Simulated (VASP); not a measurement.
Wanted: the native input for a VASP 6.6.1 run.

```
Task                   : single point
Functional             : PBE
Potentials or basis    : VASP PAW PBE potentials, release 64 (Na_pv, La, O)
Cutoff                 : 520 eV
k mesh                 : 4 × 4 × 4
Occupations            : gaussian, width 0.1 eV
Spin                   : no spin polarisation
Dipole correction      : no
Further INCAR settings : ALGO = Normal; EDIFF = 1e-06; NBANDS = 34
```

The structure of Na3LaO3 lies in POSCAR:

```
Na3LaO3
1.0
   -0.0002121402     -4.4111483221      0.0113314729
    4.9024811945      0.0004283531      0.0007053834
   -2.4460323716      2.1945660916      5.6438039085
Na La O
3 1 3
Direct
    0.1801952894      0.6807659066      0.3611186871
    0.6243579117      0.1240110677      0.2477990303
    0.9698027277      0.9694514387      0.9390865466
    0.3902265658      0.3903041628      0.7806280589
    0.4083833551      0.9075929737      0.8152731575
    0.9722711888      0.4729707130      0.9462742166
    0.1888104612      0.1889512374      0.3779153028
```

One way to write it, as run:

INCAR

```
SYSTEM = Na3LaO3
  PREC = Accurate
  ENCUT = 520
  EDIFF = 1E-6
  ISMEAR = 0
  SIGMA = 0.1
  LREAL = .FALSE.
  LASPH = .TRUE.
  NELM = 60
  ALGO = Normal
  ISIF = 2
  LWAVE = .FALSE.
  LCHARG = .FALSE.
  GGA = PE
  NBANDS = 34
```

KPOINTS

```
Automatic mesh
0
G
  4 4 4
  0 0 0
```

Potentials or basis: VASP PAW PBE potentials, release 64 (Na_pv, La, O).

Command:

```bash
$ cat potpaw_PBE.64/Na_pv/POTCAR potpaw_PBE.64/La/POTCAR potpaw_PBE.64/O/POTCAR > POTCAR
$ mpirun -np 1 vasp_std > vasp.out
```

Results of the run:

```yaml
Pressure: -0.1 GPa
Largest_force: 0.021 eV/Å
Band_gap_on_the_k_mesh: 1.27 eV
```

Caveat: spin-orbit coupling is left out, which moves the levels of the heavy elements.

It took 3.4 min on 1 thread of Intel(R) Xeon(R) Platinum 8375C CPU @ 2.90GHz (Ice Lake), with other jobs on the host, peak memory 0.33 GiB.
